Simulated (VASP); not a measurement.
# O (Im-3m) in VASP: single point with PBE

Aim: the single point of O with PBE.

All numbers are computed with VASP 6.6.1; they aren't measurements. Logs are shortened: lines on timing, memory, paths and dates and some standing lists are left out, and cuts for length are marked.

### Step 1. The cell of the first run

The structure is cubic, space group Im-3m (No. 229). Conventional cell: a = 2.494 Å, b = 2.494 Å, c = 2.494 Å, α = 90.00°, β = 90.00°, γ = 90.00°. Within 2.9 Å of O (site symmetry m-3m) lie 14 O at 2.16 to 2.49 Å.

### Step 2. Single point, PBE

INCAR reads:

```
PREC = Accurate
ENCUT = 520
EDIFF = 1E-7
ISMEAR = -1
SIGMA = 0.13605693000000002
LREAL = False
LASPH = True
NELM = 80
ALGO = Normal
ISIF = 2
LWAVE = False
LCHARG = True
GGA = PE
LELF = True
LVHAR = True
NBANDS = 9
```

KPOINTS reads:

```
regular mesh
0
Gamma
  18 18 18
```

POSCAR reads:

```
O
1.0
   -1.2469793732      1.2469793732      1.2469793732
    1.2469793732     -1.2469793732      1.2469793732
    1.2469793732      1.2469793732     -1.2469793732
O
1
Direct
    0.0000000000      0.0000000000      0.0000000000
```

Potentials or basis: VASP PAW PBE potentials, release 64 (O).

Started as:

```
$ cat potpaw_PBE.64/O/POTCAR > POTCAR
$ mpirun -np 1 vasp_std > vasp.out
```

OUTCAR:

```text
PREC = Accurate
   ENCUT = 520
   EDIFF = 1E-7
   ISMEAR = -1
   LREAL = False
   LASPH = True
   NELM = 80
   ISIF = 2
   GGA = PE

 ion  position               nearest neighbor table
   1  0.000  0.000  0.000-

  LATTYP: Found a body centered cubic cell.
 ALAT       =     2.4939587464

  Lattice vectors:

 A1 = (  -1.2469793732,   1.2469793732,   1.2469793732)
 A2 = (   1.2469793732,  -1.2469793732,   1.2469793732)
 A3 = (   1.2469793732,   1.2469793732,  -1.2469793732)

Analysis of symmetry for initial positions (statically):
=====================================================================
 Subroutine PRICEL returns:
 Original cell was already a primitive cell.

 Routine SETGRP: Setting up the symmetry group for a
 body centered cubic supercell.

 Subroutine GETGRP returns: Found 48 space group operations
 (whereof 48 operations were pure point group operations)
 out of a pool of 48 trial point group operations.

The static configuration has the point symmetry O_h .

Analysis of symmetry for dynamics (positions and initial velocities):
=====================================================================
 Subroutine PRICEL returns:
 Original cell was already a primitive cell.

 Routine SETGRP: Setting up the symmetry group for a
 body centered cubic supercell.

 Subroutine GETGRP returns: Found 48 space group operations
 (whereof 48 operations were pure point group operations)
 out of a pool of 48 trial point group operations.

The dynamic configuration has the point symmetry O_h .

 Subroutine INISYM returns: Found 48 space group operations
 (whereof 48 operations are pure point group operations),
 and found     1 'primitive' translations

----------------------------------------------------------------------------------------

                                     Primitive cell

  volume of cell :       7.7560

  direct lattice vectors                    reciprocal lattice vectors
    -1.246979373  1.246979373  1.246979373     0.000000000  0.400968942  0.400968942
     1.246979373 -1.246979373  1.246979373     0.400968942  0.000000000  0.400968942
     1.246979373  1.246979373 -1.246979373     0.400968942  0.400968942  0.000000000

  length of vectors
     2.159831630  2.159831630  2.159831630     0.567055716  0.567055716  0.567055716

  position of ions in fractional coordinates (direct lattice)
     0.000000000  0.000000000  0.000000000

  ion indices of the primitive-cell ions
   primitive index   ion index
                 1           1

----------------------------------------------------------------------------------------

 KPOINTS: regular mesh

Automatic generation of k-mesh.
 Grid dimensions read from file:
 generate k-points for:   18   18   18

 Generating k-lattice:

  Cartesian coordinates                     Fractional coordinates (reciprocal lattice)
     0.000000000  0.022276052  0.022276052     0.055555556  0.000000000  0.000000000
     0.022276052  0.000000000  0.022276052     0.000000000  0.055555556  0.000000000
     0.022276052  0.022276052  0.000000000     0.000000000  0.000000000  0.055555556

  Length of vectors
     0.031503095  0.031503095  0.031503095

  Shift w.r.t. Gamma in fractional coordinates (k-lattice)
     0.000000000  0.000000000  0.000000000

 Subroutine IBZKPT returns following result:
 ===========================================

 Found    195 irreducible k-points:

 Following reciprocal coordinates:
            Coordinates               Weight
  0.000000  0.000000  0.000000      1.000000
  0.055556  0.000000  0.000000     12.000000
  0.111111  0.000000  0.000000     12.000000
  0.166667  0.000000  0.000000     12.000000
  0.222222  0.000000  0.000000     12.000000
  0.277778  0.000000  0.000000     12.000000
[... 16 lines left out ...]
  0.333333  0.111111 -0.000000     48.000000
  0.388889  0.111111  0.000000     48.000000
 [... further k-points ...]
   k-points           NKPTS =    195   k-points in BZ     NKDIM =    195   number of bands    NBANDS=      9
   number of dos      NEDOS =    301   number of ions     NIONS =      1
   total plane-waves  NPLWV =   4096
   dimension x,y,z NGX =    16 NGY =   16 NGZ =   16
   dimension x,y,z NGXF=    32 NGYF=   32 NGZF=   32
   ions per type =               1
   NGX,Y,Z   is equivalent  to a cutoff of  12.32, 12.32, 12.32 a.u.
   NGXF,Y,Z  is equivalent  to a cutoff of  24.63, 24.63, 24.63 a.u.
 SYSTEM =  unknown system
   PREC   = accura    normal or accurate (medium, high low for compatibility)
   ISTART =      0    job   : 0-new  1-cont  2-samecut
   ICHARG =      2    charge: 1-file 2-atom 10-const
   ISPIN  =      1    spin polarized calculation?
   LNONCOLLINEAR =      F non collinear calculations
   LSORBIT =      F    spin-orbit coupling
   LASPH  =      T    aspherical Exc in radial PAW
   ENCUT  =  520.0 eV  38.22 Ry    6.18 a.u.   4.02  4.02  4.02*2*pi/ulx,y,z
   NELM   =     80;   NELMIN=  2; NELMDL= -5     # of ELM steps
   EDIFF  = 0.1E-06   stopping-criterion for ELM
   LREAL  =      F    real-space projection
   EDIFFG = 0.1E-05   stopping-criterion for IOM
   NSW    =      0    number of steps for IOM
   IBRION =     -1    ionic relax: 0-MD 1-quasi-New 2-CG
   NFREE  =      0    steps in history (QN), initial steepest desc. (CG)
   ISIF   =      2    stress and relaxation
   ISYM   =      2    0-nonsym 1-usesym 2-fastsym
   POTIM  = 0.5000    time-step for ionic-motion
   TEBEG  =    0.0;   TEEND  =   0.0 temperature during run
   PSTRESS=    0.0 pullay stress
   NELECT =       6.0000    total number of electrons
   NUPDOWN=      -1.0000    fix difference up-down
   EMIN   =  10.00;   EMAX   =-10.00  energy-range for DOS
   EFERMI =   0.00;   METHOD = LEGACY
   ISMEAR =    -1;   SIGMA  =   0.14  broadening in eV -4-tet -1-fermi 0-gaus
   EFERMI_NEDOS =   21; number of points for ismear=-14 and -15
   IALGO  =     38    algorithm
   IMIX   =      4    mixing-type and parameters
     AMIX     =   0.40;   BMIX     =  1.00
     AMIX_MAG =   1.60;   BMIX_MAG =  1.00
  volume/ion in A,a.u.               =       7.76        52.34
  Fermi-wavevector in a.u.,A,eV,Ry     =   1.502840  2.839955 30.729126  2.258527
  Thomas-Fermi vector in A             =   2.614028
   LORBIT       =      0    0 simple, 1 ext, 2 COOP (PROOUT), +10 PAW based schemes
   GGA     = PE    functional components
   LHFCALC =     F    Hartree Fock is set to
   AEXX    =    0.0000 exact exchange contribution
   IVDW    =     0    specifies the selected vdW correction
   LEPSILON=     F    determine dielectric tensor
   LRPA    =     F    only Hartree local field effects (RPA)
 non-spin polarized calculation
  energy-cutoff  :      520.00
  volume of cell :        7.76
 maximum number of plane-waves:       236
   NGX =  7   NGY =  7   NGZ =  7

 number of electron       6.0000003 magnetization

 Free energy of the ion-electron system (eV)
  ---------------------------------------------------
  ext. energy  EPLUGINS =         0.00000000
  ---------------------------------------------------
  free energy    TOTEN  =        -2.50192042 eV

  energy without entropy =       -2.44579272  energy(sigma->0) =       -2.47385657

 E-fermi :   2.3574     XC(G=0): -12.2363

 val. band max:        2.3372803058   @ k =   0.2222   0.1111   0.0556
 cond. band min:       2.3710254995   @ k =   0.3889   0.0000   0.0000
 fundamental gap:      0.0337451936
 Fermi energy:         2.3573666306

 k-point     1 :       0.0000    0.0000    0.0000
  band No.  band energies     occupation
      1     -19.1126      2.00000
      2       4.2038      0.00000
      3       4.2038      0.00000
      4       4.2038      0.00000
      5      21.1048      0.00000
      6      38.6453      0.00000
      7      38.6453      0.00000
      8      38.6453      0.00000
      9      42.5503      0.00000

 k-point     2 :       0.0556    0.0000    0.0000
  band No.  band energies     occupation
      1     -19.0160      2.00000
      2       3.9560      0.00002
      3       4.1335      0.00000
      4       4.1936      0.00000
      5      21.2829      0.00000
      6      37.6634      0.00000
      7      37.8168      0.00000
      8      38.9323      0.00000
      9      41.1881      0.00000

 k-point     3 :       0.1111    0.0000    0.0000
  band No.  band energies     occupation
      1     -18.7287      2.00000
      2       3.2527      0.00277
      3       3.9351      0.00002
      4       4.1640      0.00000
      5      21.7677      0.00000
      6      35.0675      0.00000
      7      36.1885      0.00000
      8      39.7767      0.00000
      9      40.6763      0.00000

 k-point     4 :       0.1667    0.0000    0.0000
  band No.  band energies     occupation
      1     -18.2608      2.00000
      2       2.1906      1.54612
      3       3.6406      0.00016
      4       4.1177      0.00000
      5      22.4278      0.00000
      6      32.4196      0.00000
      7      34.5145      0.00000
      8      39.8664      0.00000
      9      41.1275      0.00000

 k-point     5 :       0.2222    0.0000    0.0000
  band No.  band energies     occupation
      1     -17.6320      2.00000
      2       0.8875      1.99996
      3       3.2938      0.00205
      4       4.0595      0.00001
      5      23.0662      0.00000
      6      30.2766      0.00000
      7      33.0138      0.00000
      8      39.3966      0.00000
      9      42.7694      0.00000

 k-point     6 :       0.2778    0.0000    0.0000
  band No.  band energies     occupation
      1     -16.8756      2.00000
      2      -0.5361      2.00000
      3       2.9405      0.02715
      4       3.9959      0.00001
      5      23.4163      0.00000
      6      28.8872      0.00000
      7      31.7541      0.00000
      8      39.2525      0.00000
      9      43.9619      0.00000
[... 169 lines left out ...]
 k-point    21 :       0.2222    0.1111   -0.0000
  band No.  band energies     occupation
      1     -16.6332      2.00000
      2      -0.6456      2.00000
      3       2.6379      0.22579
      4       3.7115      0.00010
      5      23.9181      0.00000
      6      28.4485      0.00000
      7      30.9139      0.00000
      8      39.6723      0.00000
      9      45.1020      0.00000

 k-point    22 :       0.2778    0.1111    0.0000
  band No.  band energies     occupation
      1     -15.8316      2.00000
      2      -1.9030      2.00000
      3       2.2081      1.49950
      4       3.6281      0.00018
      5      23.9103      0.00000
      6      27.9051      0.00000
      7      30.1579      0.00000
      8      39.8907      0.00000
      9      46.7533      0.00000

 k-point    23 :       0.3333    0.1111   -0.0000
  band No.  band energies     occupation
      1     -15.0629      2.00000
      2      -3.0381      2.00000
      3       1.8710      1.94548
      4       3.5608      0.00029
      5      23.5376      0.00000
      6      28.0047      0.00000
      7      29.6031      0.00000
      8      40.1728      0.00000
      9      47.9525      0.00000

 k-point    24 :       0.3889    0.1111    0.0000
  band No.  band energies     occupation
      1     -14.4771      2.00000
      2      -3.8613      2.00000
      3       1.6579      1.98836
      4       3.5169      0.00040
      5      23.1794      0.00000
      6      28.2873      0.00000
      7      29.2361      0.00000
      8      40.4240      0.00000
      9      48.6276      0.00000

 [... further k-points ...]
[... 5 lines left out ...]
  --------------------------------------------------------------------------------------
  -------------------------------------------------------------------------------------
  Total        0.0325224      0.0325224      0.0325224     -0.0000000     -0.0000000      0.0000000
  in kB        6.7182281      6.7182281      6.7182281     -0.0000000     -0.0000000      0.0000000
  external PRESSURE =       6.7182281 kB  Pullay stress =       0.0000000 kB

 VOLUME and BASIS-vectors are now :
 -----------------------------------------------------------------------------
  energy-cutoff  :      520.00
  volume of cell :        7.76
      direct lattice vectors                 reciprocal lattice vectors
    -1.246979373  1.246979373  1.246979373     0.000000000  0.400968942  0.400968942
     1.246979373 -1.246979373  1.246979373     0.400968942  0.000000000  0.400968942
     1.246979373  1.246979373 -1.246979373     0.400968942  0.400968942  0.000000000

 POSITION                                       TOTAL-FORCE (eV/Angst)
 -----------------------------------------------------------------------------------
      0.00000      0.00000      0.00000         0.000000      0.000000      0.000000
 -----------------------------------------------------------------------------------
    total drift:                                0.000000     -0.000000     -0.000000

  FREE ENERGIE OF THE ION-ELECTRON SYSTEM (eV)
  ---------------------------------------------------
  free  energy   TOTEN  =        -2.5019204216 eV

  energy  without entropy=       -2.4457927181  energy(sigma->0) =       -2.47385657
```

Run time: 15 s. Hardware: 1 thread of Intel Xeon 8259CL, shared host; peak memory 0.12 GiB.

Results:

```yaml
Free_energy: -2.5019 eV
Pressure: 0.7 GPa
Band_gap_on_the_k_mesh: zero (bands 3 and 4 overlap by 4.87 eV)
```
